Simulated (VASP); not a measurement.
# YTeAu (P4/mmm) in VASP: notebook

The runs below take YTeAu through single point, relaxation of cell and atoms, with PBE.

Everything below comes from runs of VASP 6.6.1. Logs are shortened: lines on timing, memory, paths and dates and some standing lists are left out, and cuts for length are marked.

**1. The cell of the first run**

Symmetry: P4/mmm, No. 123, tetragonal system. The conventional cell has a = 4.184 Å, b = 4.184 Å, c = 5.836 Å, α = 90.00°, β = 90.00°, γ = 90.00°. Within 3.8 Å of Y (site symmetry 4/mmm) lie 2 Te at 2.92 Å and 4 Au at 2.96 Å. Te (site symmetry 4/mmm) has 2 Y at 2.92 Å within 3.8 Å. Within 3.9 Å of Au (site symmetry 4/mmm) lie 4 Y at 2.96 Å.

**2. Single point, PBE**

Input file INCAR:

```
PREC = Accurate
ENCUT = 520
EDIFF = 1E-6
ISMEAR = 0
SIGMA = 0.1
LREAL = F
LASPH = T
NELM = 100
ALGO = Fast
ISIF = 2
LWAVE = F
LCHARG = F
GGA = PE
NBANDS = 21
```

Input file KPOINTS:

```
regular mesh
0
Gamma
  12 12 8
```

Input file POSCAR:

```
YTeAu
1.0
    4.1836985993      0.0000000000      0.0000000000
    0.0000000000      4.1836985993      0.0000000000
    0.0000000000      0.0000000000      5.8360076541
Y Te Au
1 1 1
Direct
    0.5000000000      0.5000000000      0.5000000000
    0.5000000000      0.5000000000      0.0000000000
    0.0000000000      0.0000000000      0.5000000000
```

Potentials or basis: VASP PAW PBE potentials, release 64 (Y_sv, Te, Au).

Run with:

```bash
cat potpaw_PBE.64/Y_sv/POTCAR potpaw_PBE.64/Te/POTCAR potpaw_PBE.64/Au/POTCAR > POTCAR
mpirun -np 1 vasp_std > vasp.out
```

OUTCAR:

```text
PREC = Accurate
   ENCUT = 520
   EDIFF = 1E-6
   ISMEAR = 0
   LREAL = F
   LASPH = T
   NELM = 100
   ISIF = 2
   GGA = PE

 ion  position               nearest neighbor table
   1  0.500  0.500  0.500-   2 2.92   2 2.92   3 2.96   3 2.96   3 2.96   3 2.96
   2  0.500  0.500  0.000-   1 2.92   1 2.92
   3  0.000  0.000  0.500-   1 2.96   1 2.96   1 2.96   1 2.96

  LATTYP: Found a simple tetragonal cell.
 ALAT       =     4.1836985993
 C/A-ratio  =     1.3949397920

  Lattice vectors:

 A1 = (   4.1836985993,   0.0000000000,   0.0000000000)
 A2 = (   0.0000000000,   4.1836985993,   0.0000000000)
 A3 = (   0.0000000000,   0.0000000000,   5.8360076541)

Analysis of symmetry for initial positions (statically):
=====================================================================
 Subroutine PRICEL returns:
 Original cell was already a primitive cell.

 Routine SETGRP: Setting up the symmetry group for a
 simple tetragonal supercell.

 Subroutine GETGRP returns: Found 16 space group operations
 (whereof 16 operations were pure point group operations)
 out of a pool of 16 trial point group operations.

The static configuration has the point symmetry D_4h.

Analysis of symmetry for dynamics (positions and initial velocities):
=====================================================================
 Subroutine PRICEL returns:
 Original cell was already a primitive cell.

 Routine SETGRP: Setting up the symmetry group for a
 simple tetragonal supercell.

 Subroutine GETGRP returns: Found 16 space group operations
 (whereof 16 operations were pure point group operations)
 out of a pool of 16 trial point group operations.

The dynamic configuration has the point symmetry D_4h.

 Subroutine INISYM returns: Found 16 space group operations
 (whereof 16 operations are pure point group operations),
 and found     1 'primitive' translations

----------------------------------------------------------------------------------------

                                     Primitive cell

  volume of cell :     102.1496

  direct lattice vectors                    reciprocal lattice vectors
     4.183698599  0.000000000  0.000000000     0.239022955  0.000000000  0.000000000
     0.000000000  4.183698599  0.000000000     0.000000000  0.239022955  0.000000000
     0.000000000  0.000000000  5.836007654     0.000000000  0.000000000  0.171350015

  length of vectors
     4.183698599  4.183698599  5.836007654     0.239022955  0.239022955  0.171350015

[... 76 lines left out ...]
   ISPIN  =      1    spin polarized calculation?
   LNONCOLLINEAR =      F non collinear calculations
   LSORBIT =      F    spin-orbit coupling
   LASPH  =      T    aspherical Exc in radial PAW
   ENCUT  =  520.0 eV  38.22 Ry    6.18 a.u.   7.78  7.78 10.85*2*pi/ulx,y,z
   NELM   =    100;   NELMIN=  2; NELMDL= -5     # of ELM steps
   EDIFF  = 0.1E-05   stopping-criterion for ELM
   LREAL  =      F    real-space projection
   EDIFFG = 0.1E-04   stopping-criterion for IOM
   NSW    =      0    number of steps for IOM
   IBRION =     -1    ionic relax: 0-MD 1-quasi-New 2-CG
   NFREE  =      0    steps in history (QN), initial steepest desc. (CG)
   ISIF   =      2    stress and relaxation
   ISYM   =      2    0-nonsym 1-usesym 2-fastsym
   POTIM  = 0.5000    time-step for ionic-motion
   TEBEG  =    0.0;   TEEND  =   0.0 temperature during run
   PSTRESS=    0.0 pullay stress
   NELECT =      28.0000    total number of electrons
   NUPDOWN=      -1.0000    fix difference up-down
   EMIN   =  10.00;   EMAX   =-10.00  energy-range for DOS
   EFERMI =   0.00;   METHOD = LEGACY
   ISMEAR =     0;   SIGMA  =   0.10  broadening in eV -4-tet -1-fermi 0-gaus
   EFERMI_NEDOS =   21; number of points for ismear=-14 and -15
   IALGO  =     68    algorithm
   IMIX   =      4    mixing-type and parameters
     AMIX     =   0.40;   BMIX     =  1.00
     AMIX_MAG =   1.60;   BMIX_MAG =  1.00
  volume/ion in A,a.u.               =      34.05       229.78
  Fermi-wavevector in a.u.,A,eV,Ry     =   1.063446  2.009621 15.387055  1.130917
  Thomas-Fermi vector in A             =   2.198931
   LORBIT       =      0    0 simple, 1 ext, 2 COOP (PROOUT), +10 PAW based schemes
   GGA     = PE    functional components
   LHFCALC =     F    Hartree Fock is set to
   AEXX    =    0.0000 exact exchange contribution
   IVDW    =     0    specifies the selected vdW correction
   LEPSILON=     F    determine dielectric tensor
   LRPA    =     F    only Hartree local field effects (RPA)
 non-spin polarized calculation
 RMM-DIIS sequential band-by-band and
 Gauss-broadening in eV      SIGMA  =   0.10
  energy-cutoff  :      520.00
  volume of cell :      102.15
 maximum number of plane-waves:      2776
 NGX is ok and might be reduce to    32
   NGX = 15   NGY = 15   NGZ = 21

 number of electron      27.9999999 magnetization

 Free energy of the ion-electron system (eV)
  ---------------------------------------------------
  ext. energy  EPLUGINS =         0.00000000
  ---------------------------------------------------
  free energy    TOTEN  =       -14.04990804 eV

  energy without entropy =      -14.03825456  energy(sigma->0) =      -14.04408130

 E-fermi :   3.2406     XC(G=0):  -8.8999

 val. band max:        3.2388675093   @ k =   0.0833   0.0833   0.0000
 cond. band min:       3.2448061314   @ k =   0.4167   0.2500   0.5000
 fundamental gap:      0.0059386221
 Fermi energy:         3.2405672545

 k-point     1 :       0.0000    0.0000    0.0000
  band No.  band energies     occupation
      1     -39.8163      2.00000
      2     -19.8254      2.00000
      3     -19.8254      2.00000
      4     -19.7348      2.00000
      5      -7.1601      2.00000
      6      -2.0286      2.00000
[... 565 lines left out ...]
     20       7.5060      0.00000
     21       8.8085      0.00000

 [... further k-points ...]
[... 5 lines left out ...]
  --------------------------------------------------------------------------------------
  -------------------------------------------------------------------------------------
  Total       -0.0361505     -0.0361505     -0.0375398      0.0000000      0.0000000     -0.0000000
  in kB       -0.5670070     -0.5670070     -0.5887969      0.0000000      0.0000000     -0.0000000
  external PRESSURE =      -0.5742703 kB  Pullay stress =       0.0000000 kB

 VOLUME and BASIS-vectors are now :
 -----------------------------------------------------------------------------
  energy-cutoff  :      520.00
  volume of cell :      102.15
      direct lattice vectors                 reciprocal lattice vectors
     4.183698599  0.000000000  0.000000000     0.239022955  0.000000000  0.000000000
     0.000000000  4.183698599  0.000000000     0.000000000  0.239022955  0.000000000
     0.000000000  0.000000000  5.836007654     0.000000000  0.000000000  0.171350015

 POSITION                                       TOTAL-FORCE (eV/Angst)
 -----------------------------------------------------------------------------------
      2.09185      2.09185      2.91800         0.000000      0.000000      0.000000
      2.09185      2.09185      0.00000         0.000000      0.000000      0.000000
      0.00000      0.00000      2.91800         0.000000      0.000000      0.000000
 -----------------------------------------------------------------------------------
    total drift:                                0.000000     -0.000000     -0.000000

  FREE ENERGIE OF THE ION-ELECTRON SYSTEM (eV)
  ---------------------------------------------------
  free  energy   TOTEN  =       -14.0499080375 eV

  energy  without entropy=      -14.0382545641  energy(sigma->0) =      -14.04408130
```

It took 6.2 min on 1 thread of Oxide Virtual Turin-like, shared host; peak memory 0.48 GiB.

Results:

* Free energy: -14.0499 eV
* Pressure: -0.1 GPa
* Band gap on the k mesh: zero (band 14 reaches 3.57 eV, above the bottom of band 15 at 2.76 eV)

Caveat: spin-orbit coupling is left out, which moves the levels of the heavy elements.

**3. Relaxation of cell and atoms, PBE**

Input file INCAR:

```
SYSTEM = YTeAu
ALGO = Fast
EDIFF = 1E-6
EDIFFG = -0.01
ENCUT = 600
GGA = PE
IBRION = 2
ISIF = 3
ISMEAR = 0
LASPH = .TRUE.
LCHARG = .FALSE.
LREAL = .FALSE.
LWAVE = .FALSE.
NELM = 60
NSW = 100
PREC = Accurate
SIGMA = 0.1
```

Input file KPOINTS:

```
k-points
0
G
  12 12 8
  0 0 0
```

Input file POSCAR:

```
YTeAu
1.0
    4.1821074720      0.0000000000      0.0000000000
    0.0000000000      4.1821074720      0.0000000000
    0.0000000000      0.0000000000      5.8324183304
Y Te Au
1 1 1
Direct
    0.5000000000      0.5000000000      0.5000000000
    0.5000000000      0.5000000000      0.0000000000
    0.0000000000      0.0000000000      0.5000000000
```

Potentials or basis: VASP PAW PBE potentials, release 64 (Y_sv, Te, Au).

Run with:

```bash
cat potpaw_PBE.64/Y_sv/POTCAR potpaw_PBE.64/Te/POTCAR potpaw_PBE.64/Au/POTCAR > POTCAR
mpirun -np 1 vasp_std > vasp.out
```

It took 8.5 min on 1 thread of Oxide Virtual Turin-like, shared host; peak memory 0.55 GiB.

It converged, with:

```yaml
Free_energy: -14.0498 eV
Relaxed_volume: 34.02 Å³/atom
Relaxed_cell: a = 4.182 Å, b = 4.182 Å, c = 5.836 Å, α = 90.00°, β = 90.00°, γ = 90.00°
Space_group_after_relaxing_to_0.05_Å: P4/mmm (No. 123)
Energy_gained_by_relaxing: 0.0 meV/atom
Ionic_steps: 2
Pressure_after_relaxing: 0.0 GPa
Band_gap_on_the_k_mesh: zero (band 14 reaches 3.58 eV, above the bottom of band 15 at 2.76 eV)
```

Final structure:
```
Y Te Au
1.0
     4.18195    0.00000    0.00000
     0.00000    4.18195    0.00000
     0.00000    0.00000    5.83597
Y Te Au
1 1 1
Direct
  0.50000 0.50000 0.50000
  0.50000 0.50000 0.00000
  0.00000 0.00000 0.50000
```

Levels at points of the mesh, in eV from the Fermi level:
| k point | band 10 | band 11 | band 12 | band 13 | band 14 | band 15 | band 16 | band 17 | band 18 |
| --- | --- | --- | --- | --- | --- | --- | --- | --- | --- |
| (0.00, 0.00, 0.00) | -3.69 | -2.96 | -2.01 | 0.10 | 0.10 | 2.12 | 2.67 | 2.67 | 3.23 |
| (0.50, 0.00, 0.00) | -3.60 | -3.25 | -1.18 | -1.11 | -0.55 | 0.32 | 0.48 | 0.95 | 2.44 |
| (0.50, 0.50, 0.00) | -3.85 | -2.69 | -1.87 | -1.87 | -0.98 | 1.93 | 1.93 | 2.26 | 2.26 |
| (0.00, 0.00, 0.50) | -3.73 | -3.73 | -1.95 | -0.15 | -0.15 | 2.18 | 2.42 | 3.95 | 3.95 |
| (0.50, 0.00, 0.50) | -3.60 | -3.26 | -2.65 | -2.46 | -0.85 | -0.10 | 0.97 | 2.58 | 3.46 |
| (0.50, 0.50, 0.50) | -3.85 | -2.70 | -2.57 | -1.54 | -1.54 | 1.08 | 1.08 | 3.09 | 3.39 |

Caveat: spin-orbit coupling is left out, which moves the levels of the heavy elements.
